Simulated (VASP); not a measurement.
# AgI (F-43m) in VASP: a series of runs

The runs below take AgI through single point, relaxation of cell and atoms, with PBE.

All numbers are computed with VASP 6.6.1; they aren't measurements. Logs are shortened: lines on timing, memory, paths and dates and some standing lists are left out, and cuts for length are marked.

## Step 1: The cell of the first run

It takes space group F-43m (No. 216, cubic). Conventional cell: a = 6.631 Å, b = 6.631 Å, c = 6.631 Å, α = 90.00°, β = 90.00°, γ = 90.00°. Ag (site symmetry -43m) has 4 I at 2.87 Å within 3.8 Å. I (site symmetry -43m) has 4 Ag at 2.87 Å within 3.8 Å.

## Step 2: Single point, PBE

Contents of INCAR:

```
  PREC = Accurate
  ENCUT = 500
  EDIFF = 1E-6
  ISMEAR = 0
  SIGMA = 0.02
  LREAL = False
  LASPH = True
  NELM = 120
  ALGO = Normal
  ISIF = 2
  LWAVE = False
  LCHARG = False
  GGA = PE
  NBANDS = 16
  GGA_COMPAT = False
```

Contents of KPOINTS:

```
Automatic mesh
0
Gamma
  8 8 8
```

Contents of POSCAR:

```
AgI
1.0
    0.0000000000      3.3155352652      3.3155352652
    3.3155352652      0.0000000000      3.3155352652
    3.3155352652      3.3155352652      0.0000000000
Ag I
1 1
Direct
    0.0000000000      0.0000000000      0.0000000000
    0.2500000000      0.2500000000      0.2500000000
```

Potentials or basis: VASP PAW PBE potentials, release 64 (Ag, I).

The run is started by

```bash
cat potpaw_PBE.64/Ag/POTCAR potpaw_PBE.64/I/POTCAR > POTCAR
mpirun -np 1 vasp_std > vasp.out
```

OUTCAR:

```text
PREC = Accurate
   ENCUT = 500
   EDIFF = 1E-6
   ISMEAR = 0
   LREAL = False
   LASPH = True
   NELM = 120
   ISIF = 2
   GGA = PE

 ion  position               nearest neighbor table
   1  0.000  0.000  0.000-   2 2.87   2 2.87   2 2.87   2 2.87
   2  0.250  0.250  0.250-   1 2.87   1 2.87   1 2.87   1 2.87

  LATTYP: Found a face centered cubic cell.
 ALAT       =     6.6310705304

  Lattice vectors:

 A1 = (   0.0000000000,   3.3155352652,   3.3155352652)
 A2 = (   3.3155352652,   0.0000000000,   3.3155352652)
 A3 = (   3.3155352652,   3.3155352652,   0.0000000000)

Analysis of symmetry for initial positions (statically):
=====================================================================
 Subroutine PRICEL returns:
 Original cell was already a primitive cell.

 Routine SETGRP: Setting up the symmetry group for a
 face centered cubic supercell.

 Subroutine GETGRP returns: Found 24 space group operations
 (whereof 24 operations were pure point group operations)
 out of a pool of 48 trial point group operations.

The static configuration has the point symmetry T_d .

Analysis of symmetry for dynamics (positions and initial velocities):
=====================================================================
 Subroutine PRICEL returns:
 Original cell was already a primitive cell.

 Routine SETGRP: Setting up the symmetry group for a
 face centered cubic supercell.

 Subroutine GETGRP returns: Found 24 space group operations
 (whereof 24 operations were pure point group operations)
 out of a pool of 48 trial point group operations.

The dynamic configuration has the point symmetry T_d .

 Subroutine INISYM returns: Found 24 space group operations
 (whereof 24 operations are pure point group operations),
 and found     1 'primitive' translations

----------------------------------------------------------------------------------------

                                     Primitive cell

  volume of cell :      72.8939

  direct lattice vectors                    reciprocal lattice vectors
     0.000000000  3.315535265  3.315535265    -0.150805212  0.150805212  0.150805212
     3.315535265  0.000000000  3.315535265     0.150805212 -0.150805212  0.150805212
     3.315535265  3.315535265  0.000000000     0.150805212  0.150805212 -0.150805212

  length of vectors
     4.688874939  4.688874939  4.688874939     0.261202290  0.261202290  0.261202290

[... 78 lines left out ...]
   ENCUT  =  500.0 eV  36.75 Ry    6.06 a.u.   8.55  8.55  8.55*2*pi/ulx,y,z
   NELM   =    120;   NELMIN=  2; NELMDL= -5     # of ELM steps
   EDIFF  = 0.1E-05   stopping-criterion for ELM
   LREAL  =      F    real-space projection
   EDIFFG = 0.1E-04   stopping-criterion for IOM
   NSW    =      0    number of steps for IOM
   IBRION =     -1    ionic relax: 0-MD 1-quasi-New 2-CG
   NFREE  =      0    steps in history (QN), initial steepest desc. (CG)
   ISIF   =      2    stress and relaxation
   ISYM   =      2    0-nonsym 1-usesym 2-fastsym
   POTIM  = 0.5000    time-step for ionic-motion
   TEBEG  =    0.0;   TEEND  =   0.0 temperature during run
   PSTRESS=    0.0 pullay stress
   NELECT =      18.0000    total number of electrons
   NUPDOWN=      -1.0000    fix difference up-down
   EMIN   =  10.00;   EMAX   =-10.00  energy-range for DOS
   EFERMI =   0.00;   METHOD = LEGACY
   ISMEAR =     0;   SIGMA  =   0.02  broadening in eV -4-tet -1-fermi 0-gaus
   EFERMI_NEDOS =   21; number of points for ismear=-14 and -15
   IALGO  =     38    algorithm
   IMIX   =      4    mixing-type and parameters
     AMIX     =   0.40;   BMIX     =  1.00
     AMIX_MAG =   1.60;   BMIX_MAG =  1.00
  volume/ion in A,a.u.               =      36.45       245.96
  Fermi-wavevector in a.u.,A,eV,Ry     =   1.027075  1.940890 14.352546  1.054882
  Thomas-Fermi vector in A             =   2.161001
   LORBIT       =      0    0 simple, 1 ext, 2 COOP (PROOUT), +10 PAW based schemes
   GGA     = PE    functional components
   LHFCALC =     F    Hartree Fock is set to
   AEXX    =    0.0000 exact exchange contribution
   IVDW    =     0    specifies the selected vdW correction
   LEPSILON=     F    determine dielectric tensor
   LRPA    =     F    only Hartree local field effects (RPA)
 non-spin polarized calculation
 Gauss-broadening in eV      SIGMA  =   0.02
  energy-cutoff  :      500.00
  volume of cell :       72.89
 maximum number of plane-waves:      1868
 NGX is ok and might be reduce to    36
   NGX = 17   NGY = 17   NGZ = 17

 number of electron      18.0000004 magnetization

 Free energy of the ion-electron system (eV)
  ---------------------------------------------------
  ext. energy  EPLUGINS =         0.00000000
  ---------------------------------------------------
  free energy    TOTEN  =        -4.79206124 eV

  energy without entropy =       -4.79206124  energy(sigma->0) =       -4.79206124

 E-fermi :   2.5384     XC(G=0):  -8.1436

 val. band max:        2.4562985795   @ k =   0.0000   0.0000   0.0000
 cond. band min:       3.8014953752   @ k =   0.0000   0.0000   0.0000
 fundamental gap:      1.3451967956
 Fermi energy:         2.5384110013

 k-point     1 :       0.0000    0.0000    0.0000
  band No.  band energies     occupation
      1     -10.0158      2.00000
      2      -1.4025      2.00000
      3      -1.4025      2.00000
      4      -1.4025      2.00000
      5      -0.3596      2.00000
      6      -0.3596      2.00000
[... 433 lines left out ...]
      3      -1.2195      2.00000
      4      -1.0636      2.00000
      5      -0.3888      2.00000
      6      -0.3188      2.00000
[... 8 lines left out ...]
     15      13.0689      0.00000
     16      13.6635      0.00000

 [... further k-points ...]

------------------------ aborting loop because EDIFF is reached ----------------------------------------

  FORCE on cell =-STRESS in cart. coord.  units (eV):
  Direction    XX          YY          ZZ          XY          YZ          ZX
  --------------------------------------------------------------------------------------
  -------------------------------------------------------------------------------------
  Total       -0.0334857     -0.0334857     -0.0334857     -0.0000000     -0.0000000      0.0000000
  in kB       -0.7360024     -0.7360024     -0.7360024     -0.0000000     -0.0000000      0.0000000
  external PRESSURE =      -0.7360024 kB  Pullay stress =       0.0000000 kB

 VOLUME and BASIS-vectors are now :
 -----------------------------------------------------------------------------
  energy-cutoff  :      500.00
  volume of cell :       72.89
      direct lattice vectors                 reciprocal lattice vectors
     0.000000000  3.315535265  3.315535265    -0.150805212  0.150805212  0.150805212
     3.315535265  0.000000000  3.315535265     0.150805212 -0.150805212  0.150805212
     3.315535265  3.315535265  0.000000000     0.150805212  0.150805212 -0.150805212

 POSITION                                       TOTAL-FORCE (eV/Angst)
 -----------------------------------------------------------------------------------
      0.00000      0.00000      0.00000        -0.000000     -0.000000      0.000000
      1.65777      1.65777      1.65777         0.000000      0.000000     -0.000000
 -----------------------------------------------------------------------------------
    total drift:                                0.000000      0.000000      0.000000

  FREE ENERGIE OF THE ION-ELECTRON SYSTEM (eV)
  ---------------------------------------------------
  free  energy   TOTEN  =        -4.7920612425 eV

  energy  without entropy=       -4.7920612424  energy(sigma->0) =       -4.79206124
```

OSZICAR:

```text
N       E                     dE             d eps       ncg     rms          rms(c)
DAV:   1     0.870461426801E+02    0.87046E+02   -0.74454E+03   960   0.908E+02
DAV:   2    -0.171920683036E+01   -0.88765E+02   -0.83085E+02  1168   0.187E+02
DAV:   3    -0.482319914627E+01   -0.31040E+01   -0.30982E+01  1120   0.365E+01
DAV:   4    -0.487279534747E+01   -0.49596E-01   -0.49595E-01  1480   0.429E+00
DAV:   5    -0.487295794540E+01   -0.16260E-03   -0.16260E-03  1200   0.220E-01    0.448E+00
DAV:   6    -0.479181433834E+01    0.81144E-01   -0.21798E-01  1080   0.652E+00    0.343E+00
DAV:   7    -0.479133411708E+01    0.48022E-03   -0.42579E-02  1000   0.121E+00    0.150E+00
DAV:   8    -0.479176122045E+01   -0.42710E-03   -0.26773E-03  1152   0.460E-01    0.259E-01
DAV:   9    -0.479198204449E+01   -0.22082E-03   -0.42301E-04  1128   0.237E-01    0.571E-02
DAV:  10    -0.479202173549E+01   -0.39691E-04   -0.28174E-05  1224   0.546E-02    0.206E-02
DAV:  11    -0.479206157149E+01   -0.39836E-04   -0.51570E-05  1096   0.499E-02    0.136E-02
DAV:  12    -0.479206124245E+01    0.32904E-06   -0.24603E-06  1144   0.150E-02
   1 F= -.47920612E+01 E0= -.47920612E+01  d E =-.316065E-11
```

stdout:

```text
POSCAR found type information on POSCAR AgI
 POSCAR found :  2 types and       2 ions
 scaLAPACK will be used
 LDA part: xc-table for (Slater+PW92), standard interpolation
 POSCAR, INCAR and KPOINTS ok, starting setup
 FFT: planning ... GRIDC
 FFT: planning ... GRID_SOFT
 FFT: planning ... GRID
 WAVECAR not read
 entering main loop
```

It took 27 s on 1 thread of Intel Xeon 6975P-C (Granite Rapids), shared host; peak memory 0.2 GiB.

What came out:

- Free energy: -4.7921 eV
- Pressure: -0.1 GPa
- Band gap on the k mesh: 1.35 eV, direct

Caveat: spin-orbit coupling is left out, which moves the levels of the heavy elements. As with any semilocal functional, this PBE gap is likely too small.

(Part 1 of 2 ends here.)
